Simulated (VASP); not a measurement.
A run of VASP 6.6.1 is set up as follows.

The input INCAR:

```
  ALGO = Normal
  EDIFF = 1E-6
  ENCUT = 600
  GGA = PS
  GGA_COMPAT = False
  ISIF = 2
  ISMEAR = -1
  ISYM = 0
  LASPH = True
  LCHARG = False
  LREAL = Auto
  LWAVE = False
  NBANDS = 246
  NELM = 120
  PREC = Accurate
  SIGMA = 0.05
```

Contents of KPOINTS:

```
Automatic mesh
0
Gamma
  1 1 1
  0.25 0.25 0.25
```

POSCAR

```
Al15SiCN15
1.0
    9.3346440000      0.0000000000      0.0000000000
    0.0000000000     10.7787180000      0.0000000000
    0.0000000000      0.0000000000      9.9747420000
Al Si N C
45 3 45 3
Direct
    0.1648060000      0.0849800000      0.2516860000
    0.1655770000      0.0821940000      0.7505560000
    0.0032690000      0.3301630000      0.2459820000
    0.0015090000      0.3330620000      0.7464780000
    0.5006920000      0.0867250000      0.2502440000
    0.4974820000      0.0831950000      0.7459160000
    0.3361840000      0.3304910000      0.2468650000
    0.3329960000      0.3344390000      0.7528300000
    0.1638410000      0.5839200000      0.2476760000
    0.1673390000      0.5819320000      0.7478180000
    0.0037600000      0.8317040000      0.2504050000
    0.9971620000      0.8355170000      0.7464860000
    0.8332660000      0.0809000000      0.2467350000
    0.8356120000      0.0822420000      0.7486500000
    0.6677650000      0.3309780000      0.2518130000
    0.6659960000      0.3352760000      0.7447830000
    0.5006980000      0.5852860000      0.2505910000
    0.4982520000      0.5821520000      0.7497210000
    0.3333080000      0.8337240000      0.2480320000
    0.3333330000      0.8328870000      0.7461290000
    0.8337240000      0.5814440000      0.2484390000
    0.6682490000      0.8304690000      0.2471090000
    0.6649220000      0.8337470000      0.7463430000
    0.0025390000      0.1662860000      0.5000530000
    0.9976690000      0.1638990000      0.9960950000
    0.3347680000      0.1653860000      0.5005520000
    0.3340430000      0.1673240000      0.0018780000
    0.1675490000      0.4182600000      0.4978530000
    0.1655240000      0.4176060000      0.9985160000
    0.0011870000      0.6676470000      0.4984580000
    0.6695740000      0.1698860000      0.5008230000
    0.6668680000      0.1665550000      0.9980290000
    0.4993650000      0.4191330000      0.4999830000
    0.5014040000      0.4188450000      0.0014760000
    0.3344810000      0.6687400000      0.4976250000
    0.3315990000      0.6666120000      0.9974250000
    0.1666850000      0.9156560000      0.4954340000
    0.1679400000      0.9152820000      0.9958750000
    0.8317290000      0.4162080000      0.4980880000
    0.8326920000      0.4138080000      0.9941810000
    0.6646220000      0.6648430000      0.4981300000
    0.6659660000      0.6644480000      0.0009140000
    0.5020830000      0.9193800000      0.4972710000
    0.5032370000      0.9185110000      0.0009270000
    0.8365330000      0.9161030000      0.9974830000
    0.8329510000      0.5847800000      0.7508940000
    0.0016030000      0.6721440000      0.9950890000
    0.8300560000      0.9184750000      0.4943220000
    0.9990260000      0.1637440000      0.1907070000
    0.0005920000      0.1652010000      0.6906100000
    0.3331550000      0.1658920000      0.1869180000
    0.3320370000      0.1662000000      0.6915420000
    0.1648010000      0.4168760000      0.1883780000
    0.1645890000      0.4163360000      0.6885430000
    0.9973720000      0.6685830000      0.1886800000
    0.0033990000      0.6667380000      0.6878580000
    0.6679930000      0.1659460000      0.1878190000
    0.6644560000      0.1650840000      0.6926630000
    0.5008400000      0.4160840000      0.1900660000
    0.5009870000      0.4173440000      0.6893370000
    0.3371600000      0.6641990000      0.1891480000
    0.1686510000      0.9176030000      0.1919260000
    0.1676630000      0.9135460000      0.6902160000
    0.8320860000      0.4184780000      0.1864540000
    0.8318560000      0.4168520000      0.6903430000
    0.6660450000      0.6652390000      0.1919240000
    0.6670580000      0.6658600000      0.6912350000
    0.5002220000      0.9161650000      0.1925940000
    0.4980600000      0.9179620000      0.6902560000
    0.8381370000      0.9172380000      0.1910780000
    0.8324020000      0.9141760000      0.6916230000
    0.1646410000      0.0801960000      0.4404920000
    0.1664850000      0.0858910000      0.9402690000
    0.9976570000      0.3299130000      0.4392170000
    0.9991690000      0.3329200000      0.9399210000
    0.4987470000      0.0808160000      0.4418930000
    0.4999420000      0.0834710000      0.9391880000
    0.3314900000      0.3347660000      0.4401580000
    0.3331290000      0.3325450000      0.9407780000
    0.1643510000      0.5829210000      0.4380140000
    0.1664840000      0.5807100000      0.9385800000
    0.9995940000      0.8325440000      0.9401990000
    0.8360500000      0.0840630000      0.4382300000
    0.8315390000      0.0791420000      0.9375700000
    0.6606430000      0.3309720000      0.4399500000
    0.6665760000      0.3360750000      0.9388720000
    0.4974720000      0.5842330000      0.4371900000
    0.4993730000      0.5832680000      0.9376530000
    0.3311190000      0.8348700000      0.4388530000
    0.8359280000      0.5839850000      0.4418930000
    0.8333610000      0.5824140000      0.9381440000
    0.6625270000      0.8303500000      0.4375260000
    0.6661630000      0.8338940000      0.9405510000
    0.3352580000      0.6671580000      0.6904940000
    0.0009480000      0.8356510000      0.4391150000
    0.3330610000      0.8348840000      0.9355920000
```

Potentials or basis: VASP PAW PBE potentials, release 64 (Al, Si, N, C).

The run is started by

```console
$ cat potpaw_PBE.64/Al/POTCAR potpaw_PBE.64/Si/POTCAR potpaw_PBE.64/N/POTCAR potpaw_PBE.64/C/POTCAR > POTCAR
$ mpirun -np 1 vasp_std > vasp.out
```

Q: What does it give for the pressure?

A: 0.7 GPa.

Q: Estimate the largest force.

A: 4.183 eV/Å.

Q: What does it give for the band gap on the k mesh?

A: 2.11 eV.

Forces in eV/Å, atoms in the order of the input:
```
Al   0.418 -1.024 -0.346
Al   0.727 -0.779 -0.046
Al  -0.661  0.337  0.172
Al   0.449 -0.445  0.509
Al  -0.228 -1.184 -0.246
Al  -0.174 -0.462  0.998
Al  -0.488  0.708  0.342
Al   0.066 -0.133 -0.676
Al   1.309 -0.254  0.407
Al   1.479  0.416 -0.624
Al   0.122  1.505 -0.254
Al   1.988 -0.210 -0.835
Al   0.148  0.119 -0.258
Al  -0.700  0.345  0.104
Al  -0.236  0.475 -0.883
Al  -1.004 -0.890  0.990
Al  -0.519 -0.754 -0.349
Al  -0.984  0.261  0.120
Al   0.037 -0.061 -0.524
Al  -0.049 -0.174  0.679
Al  -0.457  0.076  0.680
Al  -0.203  0.972 -0.620
Al  -1.341  0.444  1.149
Al   0.581 -0.318  0.025
Al   0.517  0.169  0.424
Al  -0.710  0.232  0.049
Al   0.001 -0.762 -0.961
Al  -0.179  0.016 -0.015
Al   0.145 -0.995  0.295
Al   0.318 -0.024 -0.355
Al  -1.029 -0.995  0.231
Al  -0.531 -0.075 -0.441
Al  -0.901  0.056 -0.076
Al  -0.346 -0.088 -0.349
Al  -0.708  0.055  0.775
Al   0.971  1.507 -0.441
Al   0.671  0.168  1.203
Al   1.645  0.719  0.867
Al   0.203  0.112 -0.767
Al   0.138 -0.719  1.102
Al   0.079 -0.403 -0.212
Al  -1.698  1.212  0.028
Al  -1.575 -0.950  0.619
Al  -1.634 -0.577 -0.259
Al  -1.512 -0.022  0.935
Si   0.284  0.251 -1.524
Si   1.126 -0.786  0.921
Si   1.653 -1.234 -0.034
N   -0.232  0.522 -0.477
N   -0.601  0.391 -0.227
N   -0.009  0.203  1.029
N   -0.108  0.527 -0.277
N    0.318 -0.128 -0.013
N   -0.256 -0.499  0.228
N   -0.013 -0.611 -3.215
N   -3.342 -1.442  2.061
N    0.178  0.213  0.452
N    1.122  0.569 -0.679
N    0.319 -0.075  0.290
N    0.324 -0.649 -0.068
N   -1.069 -0.224  0.361
N   -0.805  0.167 -0.518
N   -1.355  1.469 -0.375
N    0.354 -0.453  0.138
N    0.377  2.398  0.597
N    0.892 -0.142 -0.473
N    2.722 -1.258  0.498
N    1.084  0.569  0.488
N    1.478  0.375 -1.283
N   -0.710 -0.587 -0.749
N   -0.690  0.747 -2.131
N    0.661  1.446  0.049
N   -0.783  0.089  0.018
N   -0.122  0.499  0.079
N   -0.188  0.084 -0.490
N    0.924  1.360 -0.401
N    0.565  0.974  0.055
N    0.451 -0.527 -0.262
N   -0.004  0.680  0.269
N   -0.201 -0.189 -0.627
N   -3.202  1.112  1.067
N   -0.783 -2.321 -0.074
N   -1.165 -1.558  0.991
N    0.445  0.513  0.050
N    1.114  0.636  0.282
N    0.216 -0.344 -0.445
N    1.214 -0.237 -0.008
N    1.117 -0.904  0.970
N    1.138  0.117 -0.587
N   -0.794 -0.684 -0.243
N    1.890  1.307 -1.374
N    2.011  1.447  1.064
N    1.645 -0.722 -0.282
C   -0.387 -1.022 -0.909
C   -3.324  0.404  1.159
C    0.374 -0.079  1.463
```

Caveat: the PAW data sets were made with another functional, which shifts forces and pressure a little; a shifted mesh leaves out Γ, where band edges can lie. A k mesh can miss the band edges.
